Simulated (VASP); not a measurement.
A run of VASP 6.6.1 is set up as follows.

The input POSCAR:

```
Al
1.0
    2.7746657932      0.0000000000      0.0000000000
   -1.3873328966      2.4029310639      0.0000000000
    0.0000000000      0.0000000000      9.1077199891
Al
4
Direct
    0.0000000000      0.0000000000      0.0000000000
    0.3333333333      0.6666666667      0.2500000000
    0.0000000000      0.0000000000      0.5000000000
    0.6666666667      0.3333333333      0.7500000000
```

File INCAR.step1:

```
SYSTEM = Al
  PREC = Accurate
  ENCUT = 600
  ISMEAR = 0
  SIGMA = 0.1
  LREAL = .False.
  LASPH = .True.
  NELM = 100
  GGA = PE
  ALGO = Normal
  EDIFF = 1E-4
  LWAVE = .True.
  LCHARG = .False.
```

INCAR.step2

```
SYSTEM = Al
  PREC = Accurate
  ENCUT = 600
  EDIFF = 1E-7
  ISMEAR = 0
  SIGMA = 0.1
  LREAL = .False.
  LASPH = .True.
  NELM = 100
  ALGO = Normal
  ISIF = 3
  LWAVE = .False.
  LCHARG = .False.
  METAGGA = R2SCAN
  LMIXTAU = .True.
  IBRION = 2
  NSW = 70
  EDIFFG = -0.008
  PSTRESS = 50.0
  ISTART = 1
```

KPOINTS

```
regular mesh
0
Gamma
  18 18 6
  0 0 0
```

Potentials or basis: VASP PAW PBE potentials, release 64 (Al).

The run is started by

```console
$ cat potpaw_PBE.64/Al/POTCAR > POTCAR
$ cp INCAR.step1 INCAR
$ mpirun -np 1 vasp_std > vasp.out
$ cp INCAR.step2 INCAR
$ mpirun -np 1 vasp_std > vasp.out
```

(1) What does it give for the relaxed cell?

(2) What does it give for the band gap on the k mesh?

Answers

(1) a = 2.772 Å, b = 2.772 Å, c = 9.103 Å, α = 90.00°, β = 90.00°, γ = 120.00°.

(2) zero (bands 6 and 7 overlap by 5.90 eV).

Caveat: the cell is relaxed towards a set pressure, so the run minimises the enthalpy, not the energy.
